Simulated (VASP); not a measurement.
# Sc5Te (P4/mmm) in VASP: relaxation of cell and atoms with PBE

Aim: the relaxation of cell and atoms of Sc5Te with PBE.

All numbers are computed with VASP 6.6.1; they aren't measurements. Logs are shortened: lines on timing, memory, paths and dates and some standing lists are left out, and cuts for length are marked.

## (1) The cell of the first run

It takes space group P4/mmm (No. 123, tetragonal). The conventional cell has a = 3.787 Å, b = 3.787 Å, c = 10.042 Å, α = 90.00°, β = 90.00°, γ = 90.00°. Within 4.2 Å of Sc (site symmetry 4mm) lie 13 Sc at 3.16 to 3.79 Å and 1 Te at 3.34 Å. Within 4.1 Å of Sc (site symmetry 4mm) lie 4 Te at 3.11 Å and 10 Sc at 3.17 to 3.79 Å. Sc (site symmetry 4/mmm) has 14 Sc at 3.16 to 3.79 Å within 4.2 Å. Within 4.1 Å of Te (site symmetry 4/mmm) lie 10 Sc at 3.11 to 3.34 Å and 4 Te at 3.79 Å.

The cell was generated, and may not be a known phase.

## (2) Relaxation of cell and atoms, PBE

Input file INCAR:

```
PREC     = Accurate       # precision mode
ENCUT    = 600            # plane-wave cutoff, eV
EDIFF    = 1E-6           # SCF threshold, eV
ISMEAR   = 0              # smearing method
SIGMA    = 0.1            # smearing width, eV
LREAL    = F              # projectors in reciprocal space
LASPH    = T              # aspherical terms in the spheres
NELM     = 60             # most SCF steps
ALGO     = Fast           # electronic algorithm
ISIF     = 3              # what is computed and relaxed
LWAVE    = F              # write WAVECAR
LCHARG   = F              # write CHGCAR
GGA      = PE             # functional
IBRION   = 2              # ionic algorithm
NSW      = 100            # ionic steps
EDIFFG   = -0.01          # ionic threshold
```

Input file KPOINTS:

```
Automatic mesh
0
Gamma
  10 10 4
```

Input file POSCAR:

```
Sc5Te
1.0
    3.7868009000      0.0000000000      0.0000000000
    0.0000000000      3.7868009000      0.0000000000
    0.0000000000      0.0000000000     10.0421327000
Sc Te
5 1
Direct
    0.5000000000      0.5000000000      0.3329780000
    0.5000000000      0.5000000000      0.6670220000
    0.0000000000      0.0000000000      0.1576160000
    0.0000000000      0.0000000000      0.8423840000
    0.0000000000      0.0000000000      0.5000000000
    0.5000000000      0.5000000000      0.0000000000
```

Potentials or basis: VASP PAW PBE potentials, release 64 (Sc_sv, Te).

Started as:

```
cat potpaw_PBE.64/Sc_sv/POTCAR potpaw_PBE.64/Te/POTCAR > POTCAR
mpirun -np 1 vasp_std > vasp.out
```

OUTCAR:

```text
PREC = Accurate
   ENCUT = 600
   EDIFF = 1E-6
   ISMEAR = 0
   LREAL = F
   LASPH = T
   NELM = 60
   ISIF = 3
   GGA = PE
   IBRION = 2
   NSW = 100
   EDIFFG = -0.01

 ion  position               nearest neighbor table
   1  0.500  0.500  0.333-   5 3.16   5 3.16   5 3.16   5 3.16   3 3.20   3 3.20   3 3.20   3 3.20
                             6 3.34   2 3.35
   2  0.500  0.500  0.667-   5 3.16   5 3.16   5 3.16   5 3.16   4 3.20   4 3.20   4 3.20   4 3.20
                             6 3.34   1 3.35
   3  0.000  0.000  0.158-   6 3.11   6 3.11   6 3.11   6 3.11   4 3.17   1 3.20   1 3.20   1 3.20
                             1 3.20
   4  0.000  0.000  0.842-   6 3.11   6 3.11   6 3.11   6 3.11   3 3.17   2 3.20   2 3.20   2 3.20
                             2 3.20
   5  0.000  0.000  0.500-   1 3.16   2 3.16   1 3.16   2 3.16   1 3.16   2 3.16   1 3.16   2 3.16

   6  0.500  0.500  0.000-   3 3.11   4 3.11   3 3.11   4 3.11   3 3.11   4 3.11   3 3.11   4 3.11
                             1 3.34   2 3.34

  LATTYP: Found a simple tetragonal cell.
 ALAT       =     3.7868009000
 C/A-ratio  =     2.6518776575

  Lattice vectors:

 A1 = (   3.7868009000,   0.0000000000,   0.0000000000)
 A2 = (   0.0000000000,   3.7868009000,   0.0000000000)
 A3 = (   0.0000000000,   0.0000000000,  10.0421327000)

Analysis of symmetry for initial positions (statically):
=====================================================================
 Subroutine PRICEL returns:
 Original cell was already a primitive cell.

 Routine SETGRP: Setting up the symmetry group for a
 simple tetragonal supercell.

 Subroutine GETGRP returns: Found 16 space group operations
 (whereof 16 operations were pure point group operations)
 out of a pool of 16 trial point group operations.

The static configuration has the point symmetry D_4h.

Analysis of symmetry for dynamics (positions and initial velocities):
=====================================================================
 Subroutine PRICEL returns:
 Original cell was already a primitive cell.

 Routine SETGRP: Setting up the symmetry group for a
 simple tetragonal supercell.

 Subroutine GETGRP returns: Found 16 space group operations
 (whereof 16 operations were pure point group operations)
 out of a pool of 16 trial point group operations.

The dynamic configuration has the point symmetry D_4h.

 Subroutine INISYM returns: Found 16 space group operations
 (whereof 16 operations are pure point group operations),
 and found     1 'primitive' translations

----------------------------------------------------------------------------------------

                                     Primitive cell

  volume of cell :     144.0028

  direct lattice vectors                    reciprocal lattice vectors
     3.786800900  0.000000000  0.000000000     0.264075146  0.000000000  0.000000000
     0.000000000  3.786800900  0.000000000     0.000000000  0.264075146  0.000000000
     0.000000000  0.000000000 10.042132700     0.000000000  0.000000000  0.099580441

  length of vectors
     3.786800900  3.786800900 10.042132700     0.264075146  0.264075146  0.099580441

  position of ions in fractional coordinates (direct lattice)
     0.500000000  0.500000000  0.332978000
     0.500000000  0.500000000  0.667022000
     0.000000000  0.000000000  0.157616000
     0.000000000  0.000000000  0.842384000
     0.000000000  0.000000000  0.500000000
     0.500000000  0.500000000  0.000000000

  ion indices of the primitive-cell ions
   primitive index   ion index
                 1           1
                 2           2
                 3           3
                 4           4
                 5           5
                 6           6

[... 86 lines left out ...]
   ISMEAR =     0;   SIGMA  =   0.10  broadening in eV -4-tet -1-fermi 0-gaus
   EFERMI_NEDOS =   21; number of points for ismear=-14 and -15
   IALGO  =     68    algorithm
   IMIX   =      4    mixing-type and parameters
     AMIX     =   0.40;   BMIX     =  1.00
     AMIX_MAG =   1.60;   BMIX_MAG =  1.00
  volume/ion in A,a.u.               =      24.00       161.96
  Fermi-wavevector in a.u.,A,eV,Ry     =   1.229498  2.323414 20.567454  1.511665
  Thomas-Fermi vector in A             =   2.364383
   LORBIT       =      0    0 simple, 1 ext, 2 COOP (PROOUT), +10 PAW based schemes
   GGA     = PE    functional components
   LHFCALC =     F    Hartree Fock is set to
   AEXX    =    0.0000 exact exchange contribution
   IVDW    =     0    specifies the selected vdW correction
   LEPSILON=     F    determine dielectric tensor
   LRPA    =     F    only Hartree local field effects (RPA)
 conjugate gradient relaxation of ions
 non-spin polarized calculation
 RMM-DIIS sequential band-by-band and
 Gauss-broadening in eV      SIGMA  =   0.10
  energy-cutoff  :      600.00
  volume of cell :      144.00
 maximum number of plane-waves:      4841
   NGX = 15   NGY = 15   NGZ = 41

--------------------------------------- Ionic step        1  -------------------------------------------

 number of electron      61.0000025 magnetization

 Free energy of the ion-electron system (eV)
  ---------------------------------------------------
  ext. energy  EPLUGINS =         0.00000000
  ---------------------------------------------------
  free energy    TOTEN  =       -36.43490644 eV

  energy without entropy =      -36.39043059  energy(sigma->0) =      -36.41266852

------------------------ aborting loop because EDIFF is reached ----------------------------------------

  FORCE on cell =-STRESS in cart. coord.  units (eV):
  Direction    XX          YY          ZZ          XY          YZ          ZX
  --------------------------------------------------------------------------------------
  -------------------------------------------------------------------------------------
  Total        0.0840499      0.0840499      0.0751369      0.0000000      0.0000000     -0.0000000
  in kB        0.9351402      0.9351402      0.8359738      0.0000000      0.0000000     -0.0000000
  external PRESSURE =       0.9020848 kB  Pullay stress =       0.0000000 kB

 VOLUME and BASIS-vectors are now :
 -----------------------------------------------------------------------------
  energy-cutoff  :      600.00
  volume of cell :      144.00
      direct lattice vectors                 reciprocal lattice vectors
     3.786800900  0.000000000  0.000000000     0.264075146  0.000000000  0.000000000
     0.000000000  3.786800900  0.000000000     0.000000000  0.264075146  0.000000000
     0.000000000  0.000000000 10.042132700     0.000000000  0.000000000  0.099580441

 POSITION                                       TOTAL-FORCE (eV/Angst)
 -----------------------------------------------------------------------------------
      1.89340      1.89340      3.34381        -0.000000      0.000000     -0.003459
      1.89340      1.89340      6.69832         0.000000      0.000000      0.003459
      0.00000      0.00000      1.58280        -0.000000     -0.000000      0.007155
      0.00000      0.00000      8.45933        -0.000000      0.000000     -0.007155
      0.00000      0.00000      5.02107        -0.000000      0.000000      0.000000
      1.89340      1.89340      0.00000        -0.000000      0.000000      0.000000
 -----------------------------------------------------------------------------------
    total drift:                                0.000000     -0.000000      0.000000

  FREE ENERGIE OF THE ION-ELECTRON SYSTEM (eV)
  ---------------------------------------------------
  free  energy   TOTEN  =       -36.4349064440 eV

  energy  without entropy=      -36.3904305950  energy(sigma->0) =      -36.41266852

--------------------------------------- Ionic step        2  -------------------------------------------

 number of electron      61.0000025 magnetization

 Free energy of the ion-electron system (eV)
  ---------------------------------------------------
  ext. energy  EPLUGINS =         0.00000000
  ---------------------------------------------------
  free energy    TOTEN  =       -36.43496854 eV

  energy without entropy =      -36.39046394  energy(sigma->0) =      -36.41271624

 E-fermi :   5.1486     XC(G=0): -10.1070

 val. band max:        5.1485074191   @ k =   0.5000   0.4000   0.5000
 cond. band min:       5.1529580771   @ k =   0.4000   0.0000   0.5000
 fundamental gap:      0.0044506580
 Fermi energy:         5.1485772993

 k-point     1 :       0.0000    0.0000    0.0000
  band No.  band energies     occupation
      1     -44.5986      2.00000
      2     -44.5830      2.00000
      3     -44.4333      2.00000
      4     -44.3510      2.00000
      5     -44.3371      2.00000
      6     -23.2765      2.00000
[... 925 lines left out ...]
     35       6.2566      0.00000
     36       6.3386      0.00000

 [... further k-points ...]

------------------------ aborting loop because EDIFF is reached ----------------------------------------

  FORCE on cell =-STRESS in cart. coord.  units (eV):
  Direction    XX          YY          ZZ          XY          YZ          ZX
  --------------------------------------------------------------------------------------
  -------------------------------------------------------------------------------------
  Total       -0.0231333     -0.0231333     -0.0266662      0.0000000     -0.0000000      0.0000000
  in kB       -0.2568791     -0.2568791     -0.2961089      0.0000000     -0.0000000      0.0000000
  external PRESSURE =      -0.2699557 kB  Pullay stress =       0.0000000 kB

 VOLUME and BASIS-vectors are now :
 -----------------------------------------------------------------------------
  energy-cutoff  :      600.00
  volume of cell :      144.28
      direct lattice vectors                 reciprocal lattice vectors
     3.789360013  0.000000000 -0.000000000     0.263896805  0.000000000  0.000000000
     0.000000000  3.789360013 -0.000000000     0.000000000  0.263896805  0.000000000
    -0.000000000  0.000000000 10.048199489     0.000000000  0.000000000  0.099520317

 POSITION                                       TOTAL-FORCE (eV/Angst)
 -----------------------------------------------------------------------------------
      1.89468      1.89468      3.34566         0.000000     -0.000000     -0.000576
      1.89468      1.89468      6.70254        -0.000000     -0.000000      0.000576
      3.78936      3.78936      1.58410        -0.000000      0.000000      0.004870
      3.78936      0.00000      8.46410         0.000000     -0.000000     -0.004870
      3.78936      0.00000      5.02410        -0.000000     -0.000000      0.000000
      1.89468      1.89468     -0.00000        -0.000000     -0.000000      0.000000
 -----------------------------------------------------------------------------------
    total drift:                                0.000000      0.000000      0.000000

  FREE ENERGIE OF THE ION-ELECTRON SYSTEM (eV)
  ---------------------------------------------------
  free  energy   TOTEN  =       -36.4349685371 eV

  energy  without entropy=      -36.3904639391  energy(sigma->0) =      -36.41271624

 reached required accuracy - stopping structural energy minimisation
```

Wall time 27 min (1 thread of Intel Xeon 8259CL, shared host); peak memory 0.5 GiB.

What came out:

```
Free energy                           : -36.4350 eV
Relaxed volume                        : 24.05 Å³/atom
Relaxed cell                          : a = 3.789 Å, b = 3.789 Å, c = 10.048 Å, α = 90.00°, β = 90.00°, γ = 90.00°
Space group after relaxing (to 0.1 Å) : P4/mmm (No. 123)
Energy gained by relaxing             : 0.0 meV/atom
Ionic steps                           : 2
Pressure after relaxing               : 0.0 GPa
Largest force after relaxing          : 0.005 eV/Å
Band gap on the k mesh                : zero (an odd number of electrons rules out a gap without spin polarisation)
```

Forces in eV/Å, atoms in the order of the input:
```
Sc   0.000  0.000 -0.001
Sc   0.000  0.000  0.001
Sc   0.000  0.000  0.005
Sc   0.000  0.000 -0.005
Sc   0.000  0.000  0.000
Te   0.000  0.000  0.000
```

Final structure:
```
Sc Te
1.0
     3.78936    0.00000    0.00000
     0.00000    3.78936    0.00000
     0.00000    0.00000   10.04820
Sc Te
5 1
Direct
  0.50000 0.50000 0.33296
  0.50000 0.50000 0.66704
  0.00000 0.00000 0.15765
  0.00000 0.00000 0.84235
  0.00000 0.00000 0.50000
  0.50000 0.50000 0.00000
```

Caveat: spin-orbit coupling is left out, which moves the levels of the heavy elements.
